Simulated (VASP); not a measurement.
Set up this calculation in VASP 6.6.1, as the native input.

| Quantity | Value |
| --- | --- |
| Task | single point |
| Functional | LDA |
| Potentials or basis | VASP PAW LDA potentials, release 64 (Mg_sv, O) |
| Cutoff | 840 eV |
| k mesh | 9 × 9 × 2 |
| Occupations | gaussian, width 0.05 eV |
| Spin | no spin polarisation |
| Dipole correction | no |
| Further INCAR settings | ALGO = Normal; EDIFF = 1e-06; NBANDS = 60 |

The structure of MgO lies in POSCAR:

```
MgO
1.0
    2.1351500000     -2.1351500000      0.0000000000
    2.1351500000      0.0000000000     -2.1351500000
    8.8292751346      8.8292751346      8.8292751346
Mg O
6 6
Direct
    0.6666666667      0.6666666667      0.0403043656
    0.0000000000      0.0000000000      0.8463916784
    0.3333333333      0.3333333333      0.2015218282
    0.6666666667      0.6666666667      0.5239567533
    0.0000000000      0.0000000000      0.3627392907
    0.3333333333      0.3333333333      0.6851742158
    0.6666666667      0.6666666667      0.2821305595
    0.0000000000      0.0000000000      0.1209130969
    0.3333333333      0.3333333333      0.4433480220
    0.6666666667      0.6666666667      0.7657829471
    1.0000000000      1.0000000000      0.6045654846
    0.3333333333      0.3333333333      0.9270004096
```

This cell differs from its parent crystal: the distance across one plane changed.

The input as run:

INCAR

```
PREC = Accurate ; ENCUT = 840
EDIFF = 1E-6 ; ISMEAR = 0
SIGMA = 0.05 ; LREAL = F
LASPH = T ; NELM = 120
ALGO = Normal ; ISIF = 2
LWAVE = F ; LCHARG = F
NBANDS = 60 ; GGA_COMPAT = F
```

KPOINTS

```
regular mesh
0
Gamma
  9 9 2
```

Potentials or basis: VASP PAW LDA potentials, release 64 (Mg_sv, O).

Run with:

```console
$ cat potpaw_LDA.64/Mg_sv/POTCAR potpaw_LDA.64/O/POTCAR > POTCAR
$ mpirun -np 1 vasp_std > vasp.out
```

It gave:

| Item | Value |
| --- | --- |
| Pressure | -13.2 GPa |
| Largest force | 2.761 eV/Å |
| Band gap on the k mesh | 1.77 eV |

Caveat: the cell differs from its parent crystal (the distance across one plane changed); the cell stands under tension; forces of over 1 eV/Å act on the atoms, so gaps and moduli don't describe the material at rest.

It took 6.9 min on 1 thread of Intel(R) Xeon(R) Platinum 8375C CPU @ 2.90GHz (Ice Lake), with other jobs on the host, peak memory 0.43 GiB.
